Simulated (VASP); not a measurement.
# Sb (P-1) in VASP: single point with PBEsol

Aim: the single point of Sb with PBEsol.

All numbers are computed with VASP 6.6.1; they aren't measurements. Logs are shortened: lines on timing, memory, paths and dates and some standing lists are left out, and cuts for length are marked.

## Step 1: The cell of the first run

The typed cell holds 2 atoms: a = 4.493 Å, b = 4.493 Å, c = 4.493 Å, α = 57.20°, β = 57.20°, γ = 57.20°.

## Step 2: Single point, PBEsol (atom 1 (Sb) moved by (-0.150, +0.000) A along [1 1 0] and z)

Input file INCAR:

```
SYSTEM = Sb
  ALGO = Normal
  EDIFF = 1E-6
  ENCUT = 520
  GGA = PS
  ISIF = 2
  ISMEAR = 0
  LASPH = .True.
  LCHARG = .True.
  LELF = .True.
  LREAL = .False.
  LVHAR = .True.
  LWAVE = .False.
  NBANDS = 12
  NELM = 100
  PREC = Accurate
  SIGMA = 0.15
```

Input file KPOINTS:

```
k-points
0
Gamma
  12 12 12
  0 0 0
```

Input file POSCAR:

```
Sb
1.0
    2.1506003320      1.2416496806      3.7440000000
   -2.1506003320      1.2416496806      3.7440000000
    0.0000000000     -2.4832993611      3.7440000000
Sb
2
Direct
    0.1947431259      0.2440623860      0.2621144881
    0.7663600000      0.7663600000      0.7663600000
```

Potentials or basis: VASP PAW PBE potentials, release 64 (Sb).

On the command line:

```console
> cat potpaw_PBE.64/Sb/POTCAR > POTCAR
> mpirun -np 1 vasp_std > vasp.out
```

OUTCAR:

```text
SYSTEM = Sb
   EDIFF = 1E-6
   ENCUT = 520
   GGA = PS
   ISIF = 2
   ISMEAR = 0
   LASPH = .True.
   LREAL = .False.
   NELM = 100
   PREC = Accurate

 ion  position               nearest neighbor table
   1  0.195  0.244  0.262-   2 2.82   2 2.87   2 3.03   2 3.24   2 3.38   2 3.43
   2  0.766  0.766  0.766-   1 2.82   1 2.87   1 3.03   1 3.24   1 3.38   1 3.43

  LATTYP: Found a trigonal (rhomboedric) cell.
 ALAT       =     4.4926953733
 COS(alpha) =     0.5417151843

  Lattice vectors:

 A1 = (   2.1506003320,   1.2416496806,   3.7440000000)
 A2 = (  -2.1506003320,   1.2416496806,   3.7440000000)
 A3 = (   0.0000000000,  -2.4832993611,   3.7440000000)

Analysis of symmetry for initial positions (statically):
=====================================================================
 Subroutine PRICEL returns:
 Original cell was already a primitive cell.

 Routine SETGRP: Setting up the symmetry group for a
 trigonal (rhombohedral) supercell.

 Subroutine GETGRP returns: Found  2 space group operations
 (whereof  1 operations were pure point group operations)
 out of a pool of 12 trial point group operations.

The static configuration has the point symmetry C_1 .
 The point group associated with its full space group is S_2 .

Analysis of symmetry for dynamics (positions and initial velocities):
=====================================================================
 Subroutine PRICEL returns:
 Original cell was already a primitive cell.

 Routine SETGRP: Setting up the symmetry group for a
 trigonal (rhombohedral) supercell.

 Subroutine GETGRP returns: Found  2 space group operations
 (whereof  1 operations were pure point group operations)
 out of a pool of 12 trial point group operations.

The dynamic configuration has the point symmetry C_1 .
 The point group associated with its full space group is S_2 .

 Subroutine INISYM returns: Found  2 space group operations
 (whereof  1 operations are pure point group operations),
 and found     1 'primitive' translations

----------------------------------------------------------------------------------------

                                     Primitive cell

  volume of cell :      59.9854

  direct lattice vectors                    reciprocal lattice vectors
     2.150600332  1.241649681  3.744000000     0.232493222  0.134230024  0.089031339
    -2.150600332  1.241649681  3.744000000    -0.232493222  0.134230024  0.089031339
     0.000000000 -2.483299361  3.744000000     0.000000000 -0.268460048  0.089031339

  length of vectors
     4.492695373  4.492695373  4.492695373     0.282838075  0.282838075  0.282838075

  position of ions in fractional coordinates (direct lattice)
     0.194743126  0.244062386  0.262114488
     0.766360000  0.766360000  0.766360000

  ion indices of the primitive-cell ions
   primitive index   ion index
                 1           1
                 2           2

----------------------------------------------------------------------------------------

 KPOINTS: k-points

Automatic generation of k-mesh.
 Grid dimensions read from file:
 generate k-points for:   12   12   12

 Generating k-lattice:

  Cartesian coordinates                     Fractional coordinates (reciprocal lattice)
     0.019374435  0.011185835  0.007419278     0.083333333  0.000000000  0.000000000
    -0.019374435  0.011185835  0.007419278     0.000000000  0.083333333  0.000000000
     0.000000000 -0.022371671  0.007419278     0.000000000  0.000000000  0.083333333

  Length of vectors
     0.023569840  0.023569840  0.023569840

  Shift w.r.t. Gamma in fractional coordinates (k-lattice)
     0.000000000  0.000000000  0.000000000

 Subroutine IBZKPT returns following result:
 ===========================================

 Found    868 irreducible k-points:

 Following reciprocal coordinates:
            Coordinates               Weight
  0.000000  0.000000  0.000000      1.000000
  0.083333  0.000000 -0.000000      2.000000
  0.000000  0.083333 -0.000000      2.000000
  0.000000  0.000000  0.083333      2.000000
  0.166667  0.000000  0.000000      2.000000
  0.000000  0.166667  0.000000      2.000000
[... 16 lines left out ...]
  0.166667  0.083333  0.000000      2.000000
 -0.166667 -0.000000 -0.083333      2.000000
 [... further k-points ...]
   k-points           NKPTS =    868   k-points in BZ     NKDIM =    868   number of bands    NBANDS=     12
   number of dos      NEDOS =    301   number of ions     NIONS =      2
   total plane-waves  NPLWV =  46656
   dimension x,y,z NGX =    36 NGY =   36 NGZ =   36
   dimension x,y,z NGXF=    72 NGYF=   72 NGZF=   72
   ions per type =               2
   NGX,Y,Z   is equivalent  to a cutoff of  13.32, 13.32, 13.32 a.u.
   NGXF,Y,Z  is equivalent  to a cutoff of  26.64, 26.64, 26.64 a.u.
 SYSTEM =  Sb
   PREC   = accura    normal or accurate (medium, high low for compatibility)
   ISTART =      0    job   : 0-new  1-cont  2-samecut
   ICHARG =      2    charge: 1-file 2-atom 10-const
   ISPIN  =      1    spin polarized calculation?
   LNONCOLLINEAR =      F non collinear calculations
   LSORBIT =      F    spin-orbit coupling
   LASPH  =      T    aspherical Exc in radial PAW
   ENCUT  =  520.0 eV  38.22 Ry    6.18 a.u.   8.35  8.35  8.35*2*pi/ulx,y,z
   NELM   =    100;   NELMIN=  2; NELMDL= -5     # of ELM steps
   EDIFF  = 0.1E-05   stopping-criterion for ELM
   LREAL  =      F    real-space projection
   EDIFFG = 0.1E-04   stopping-criterion for IOM
   NSW    =      0    number of steps for IOM
   IBRION =     -1    ionic relax: 0-MD 1-quasi-New 2-CG
   NFREE  =      0    steps in history (QN), initial steepest desc. (CG)
   ISIF   =      2    stress and relaxation
   ISYM   =      2    0-nonsym 1-usesym 2-fastsym
   POTIM  = 0.5000    time-step for ionic-motion
   TEBEG  =    0.0;   TEEND  =   0.0 temperature during run
   PSTRESS=    0.0 pullay stress
   NELECT =      10.0000    total number of electrons
   NUPDOWN=      -1.0000    fix difference up-down
   EMIN   =  10.00;   EMAX   =-10.00  energy-range for DOS
   EFERMI =   0.00;   METHOD = LEGACY
   ISMEAR =     0;   SIGMA  =   0.15  broadening in eV -4-tet -1-fermi 0-gaus
   EFERMI_NEDOS =   21; number of points for ismear=-14 and -15
   IALGO  =     38    algorithm
   IMIX   =      4    mixing-type and parameters
     AMIX     =   0.40;   BMIX     =  1.00
     AMIX_MAG =   1.60;   BMIX_MAG =  1.00
  volume/ion in A,a.u.               =      29.99       202.40
  Fermi-wavevector in a.u.,A,eV,Ry     =   0.901003  1.702649 11.045295  0.811806
  Thomas-Fermi vector in A             =   2.024030
   LORBIT       =      0    0 simple, 1 ext, 2 COOP (PROOUT), +10 PAW based schemes
   GGA     = PS    functional components
   LHFCALC =     F    Hartree Fock is set to
   AEXX    =    0.0000 exact exchange contribution
   IVDW    =     0    specifies the selected vdW correction
   LEPSILON=     F    determine dielectric tensor
   LRPA    =     F    only Hartree local field effects (RPA)
 non-spin polarized calculation
 Gauss-broadening in eV      SIGMA  =   0.15
  energy-cutoff  :      520.00
  volume of cell :       59.99
 maximum number of plane-waves:      1627
 NGX is ok and might be reduce to    36
   NGX = 17   NGY = 17   NGZ = 17

 number of electron      10.0000000 magnetization

 Free energy of the ion-electron system (eV)
  ---------------------------------------------------
  ext. energy  EPLUGINS =         0.00000000
  ---------------------------------------------------
  free energy    TOTEN  =        -9.08195231 eV

  energy without entropy =       -9.07929434  energy(sigma->0) =       -9.08062333

 E-fermi :   7.1632     XC(G=0):  -9.6912

 val. band max:        7.1582630559   @ k =  -0.0833  -0.1667  -0.2500
 cond. band min:       7.1860791917   @ k =   0.3333   0.1667   0.1667
 fundamental gap:      0.0278161358
 Fermi energy:         7.1632471962

 k-point     1 :       0.0000    0.0000    0.0000
  band No.  band energies     occupation
      1      -5.5916      2.00000
      2       2.4714      2.00000
      3       5.1055      2.00000
      4       5.2381      2.00000
      5       5.6475      2.00000
      6       9.2146      0.00000
      7       9.5575      0.00000
      8      10.2615      0.00000
      9      12.0679      0.00000
     10      12.4519      0.00000
     11      12.6024      0.00000
     12      13.6578      0.00000

 k-point     2 :       0.0833    0.0000   -0.0000
  band No.  band energies     occupation
      1      -5.5168      2.00000
      2       2.1304      2.00000
      3       5.1596      2.00000
      4       5.2383      2.00000
      5       5.7152      2.00000
      6       9.1701      0.00000
      7       9.3880      0.00000
      8      10.0149      0.00000
      9      12.0690      0.00000
     10      12.1766      0.00000
     11      12.3400      0.00000
     12      14.2747      0.00000

 k-point     3 :       0.0000    0.0833   -0.0000
  band No.  band energies     occupation
      1      -5.5139      2.00000
      2       2.0966      2.00000
      3       5.1606      2.00000
      4       5.2858      2.00000
      5       5.6977      2.00000
      6       9.1651      0.00000
      7       9.4847      0.00000
      8       9.9873      0.00000
      9      11.8469      0.00000
     10      12.2470      0.00000
     11      12.4212      0.00000
     12      14.2545      0.00000
[... 286 lines left out ...]
 k-point    23 :       0.1667    0.0833    0.0000
  band No.  band energies     occupation
      1      -5.3223      2.00000
      2       1.4382      2.00000
      3       4.8346      2.00000
      4       5.1428      2.00000
      5       6.3115      2.00000
      6       8.4198      0.00000
      7       9.4543      0.00000
      8       9.8711      0.00000
      9      11.4429      0.00000
     10      12.6723      0.00000
     11      12.9160      0.00000
     12      14.7004      0.00000

 k-point    24 :      -0.1667   -0.0000   -0.0833
  band No.  band energies     occupation
      1      -5.3248      2.00000
      2       1.4655      2.00000
      3       4.7687      2.00000
      4       5.1194      2.00000
      5       6.4438      2.00000
      6       8.2526      0.00000
      7       9.3845      0.00000
      8      10.0381      0.00000
      9      11.5406      0.00000
     10      12.6047      0.00000
     11      12.8822      0.00000
     12      14.7030      0.00000

 [... further k-points ...]

------------------------ aborting loop because EDIFF is reached ----------------------------------------

  FORCE on cell =-STRESS in cart. coord.  units (eV):
  Direction    XX          YY          ZZ          XY          YZ          ZX
  --------------------------------------------------------------------------------------
  -------------------------------------------------------------------------------------
  Total        0.2202883      0.7246553      0.1491009     -0.1174121      0.5235618      0.4233764
  in kB        5.8837765     19.3551339      3.9823997     -3.1360114     13.9840410     11.3081431
  external PRESSURE =       9.7404367 kB  Pullay stress =       0.0000000 kB

 VOLUME and BASIS-vectors are now :
 -----------------------------------------------------------------------------
  energy-cutoff  :      520.00
  volume of cell :       59.99
      direct lattice vectors                 reciprocal lattice vectors
     2.150600332  1.241649681  3.744000000     0.232493222  0.134230024  0.089031339
    -2.150600332  1.241649681  3.744000000    -0.232493222  0.134230024  0.089031339
     0.000000000 -2.483299361  3.744000000     0.000000000 -0.268460048  0.089031339

 POSITION                                       TOTAL-FORCE (eV/Angst)
 -----------------------------------------------------------------------------------
     -0.10607     -0.10607      2.62424         0.218350      0.314547      0.386195
      0.00000      0.00000      8.60776        -0.218350     -0.314547     -0.386195
 -----------------------------------------------------------------------------------
    total drift:                                0.000000     -0.000000     -0.000000

  FREE ENERGIE OF THE ION-ELECTRON SYSTEM (eV)
  ---------------------------------------------------
  free  energy   TOTEN  =        -9.0819523104 eV

  energy  without entropy=       -9.0792943439  energy(sigma->0) =       -9.08062333
```

Wall time 3.1 min (1 thread of Intel Xeon 6975P-C (Granite Rapids), shared host); peak memory 0.62 GiB.

What came out:

```yaml
Free_energy: -9.0820 eV
Pressure: 1.0 GPa
Largest_force: 0.544 eV/Å
Band_gap_on_the_k_mesh: zero (bands 5 and 6 overlap by 0.57 eV)
```

Forces in eV/Å, atoms in the order of the input:
```
Sb   0.218  0.315  0.386
Sb  -0.218 -0.315 -0.386
```

Caveat: the cell differs from its parent crystal (atom 1 (Sb) moved by (-0.150, +0.000) A along [1 1 0] and z); the PAW data sets were made with another functional, which shifts forces and pressure a little; spin-orbit coupling is left out, which moves the levels of the heavy elements.
